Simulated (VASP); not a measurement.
A run of VASP 6.6.1 is set up as follows.

File INCAR:

```
PREC     = Accurate       # precision mode
ENCUT    = 520            # plane-wave cutoff, eV
EDIFF    = 1E-7           # SCF threshold, eV
ISMEAR   = 0              # smearing method
SIGMA    = 0.1            # smearing width, eV
LREAL    = False          # projectors in reciprocal space
LASPH    = True           # aspherical terms in the spheres
NELM     = 150            # most SCF steps
ALGO     = Fast           # electronic algorithm
ISIF     = 2              # what is computed and relaxed
LWAVE    = False          # write WAVECAR
LCHARG   = False          # write CHGCAR
ISPIN    = 2              # spin polarisation
MAGMOM   = 1.73 0 0 0     # initial moments
LORBIT   = 11             # projections on sites
LMAXMIX  = 4              # l up to which the mixer works
GGA      = PE             # functional
NBANDS   = 35             # bands
KPAR     = 4
```

File KPOINTS:

```
Automatic mesh
0
Gamma
  12 12 10
```

File POSCAR:

```
NbAg3
1.0
    4.7713093109      0.0000000000      0.0000000000
   -2.3856546555      4.1320750725      0.0000000000
    0.0000000000      0.0000000000      5.2607707746
Nb Ag
1 3
Direct
    0.0000000000      0.0000000000      0.5000000000
    0.0000000000      0.0000000000      0.0000000000
    0.6666666667      0.3333333333      0.0000000000
    0.3333333333      0.6666666667      0.0000000000
```

Potentials or basis: VASP PAW PBE potentials, release 64 (Nb_sv, Ag).

Command:

```sh
$ cat potpaw_PBE.64/Nb_sv/POTCAR potpaw_PBE.64/Ag/POTCAR > POTCAR
$ mpirun -np 4 vasp_std > vasp.out
```

Predict the net moment.

3.40 μB per cell.

What does it give for the pressure?

-0.1 GPa.

Stress tensor (GPa, compression positive):
```
-0.17  0.00  0.00
 0.00 -0.17  0.00
 0.00  0.00 -0.04
```
